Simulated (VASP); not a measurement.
Runs of VASP 6.6.1 on Ge. The structure is that of space group Fd-3m (No. 227), or close to it. The cells are those of the table. 

```tsv
task	level	spin	cell	cutoff (eV)	gap on the mesh (eV)	pressure (GPa)	relaxed volume (Å³/atom)
single point	PBEsol	non-collinear, zero start, SOC	a = 4.013 Å, angles 60.0°, 2 atoms	500	-	-0.2	-
relaxation of cell and atoms	PBEsol	off	relaxed from a = 4.013 Å, angles 60.0°, 2 atoms	500	none	0.0	22.81
single point	PBEsol	off	a = 4.013 Å, angles 60.0°, 2 atoms	500	none	-0.5	-
single point	r2SCAN	off	a = 4.013 Å, angles 60.0°, 2 atoms	550	(a)	0.1	-
relaxation of cell and atoms	PBEsol	off	relaxed from a = 4.210 Å, angles 60.0°, 2 atoms	600	none	0.0	22.84
single point	PBEsol	off	a = 4.013 Å, angles 60.0°, 2 atoms	520	none	(b)	-
```

Alike in all rows: potentials or basis VASP PAW PBE potentials, release 64 (Ge_d); k mesh 12 × 12 × 12; smearing gaussian 0.1 eV.

Task: Estimate the missing entries.

Result: (a) 0.31; (b) -0.4.

Caveats: the PAW data sets were made with another functional, which shifts forces and pressure a little.

A k mesh can miss the band edges, and rows without SOC leave out spin-orbit coupling on Ge.

A gap of «none» marks levels without a gap at the run's occupations.
